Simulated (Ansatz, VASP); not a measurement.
## One calculation of AlNi, two programs

```
CELL_PARAMETERS angstrom
2.86217 0.00000 0.00000
0.00000 2.86217 0.00000
0.00000 0.00000 2.86217
ATOMIC_POSITIONS crystal
Al 0.00000 0.00000 0.00000
Ni 0.50000 0.50000 0.50000
```

Alike in both runs: task single point; functional PBEsol; k mesh 12 × 12 × 12; occupations gaussian, width 0.1 eV; no spin polarisation.

```csv
,VASP,Ansatz
version,VASP 6.6.1,Ansatz 0.2.0
potentials or method,"VASP PAW PBE potentials, release 64 (Al, Ni), cutoff 520 eV","scalar-relativistic, plane waves, PAW"
valence electrons in the cell,13,21
```

```csv
,VASP,Ansatz,Ansatz less VASP
gap on the k mesh at the Fermi level (eV),none,none,-
pressure (GPa),-0.2,0.1,+0.23
```

VASP's potentials were made for PBE, not for PBEsol. A gap of «none» marks a metal or a gap that the smearing closes. VASP's potentials hold 13 valence electrons a cell and Ansatz's 21, so a difference there can come from the potentials and not from the codes.
